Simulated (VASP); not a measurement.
Set up this calculation in VASP 6.6.1, as the native input.

```yaml
Task: single point
Functional: PBE
Potentials_or_basis: VASP PAW PBE potentials, release 64 (F)
Cutoff: 520 eV
k_mesh: 18 × 18 × 10
Occupations: fermi-dirac, width 0.05 eV
Spin: no spin polarisation
Dipole_correction: no
Further_INCAR_settings: ALGO = Normal; EDIFF = 1e-07; NBANDS = 14
```

The structure of F lies in POSCAR:

```
F
1.0
    1.9989022902      0.0000000000      0.0000000000
   -0.9994511451      1.7311001630      0.0000000000
    0.0000000000      0.0000000000      2.7597171367
F
2
Direct
    0.3333333333      0.6666666667      0.2500000000
    0.6666666667      0.3333333333      0.7500000000
```

One way to write it, as run:

INCAR

```
SYSTEM = F
PREC = Accurate
ENCUT = 520
EDIFF = 1E-7
ISMEAR = -1
SIGMA = 0.05
LREAL = .FALSE.
LASPH = .TRUE.
NELM = 100
ALGO = Normal
ISIF = 2
LWAVE = .FALSE.
LCHARG = .FALSE.
GGA = PE
NBANDS = 14
```

KPOINTS

```
regular mesh
0
G
  18 18 10
  0 0 0
```

Potentials or basis: VASP PAW PBE potentials, release 64 (F).

Command:

```sh
$ cat potpaw_PBE.64/F/POTCAR > POTCAR
$ mpirun -np 1 vasp_std > vasp.out
```

It gave:

The pressure is 279.5 GPa and the band gap on the k mesh is zero (band 7 reaches 8.15 eV, above the bottom of band 8 at 4.56 eV).

Run time: 33 s on 1 thread of AMD EPYC 7R13 Processor (Zen 3), with other jobs on the host, peak memory 0.1 GiB.
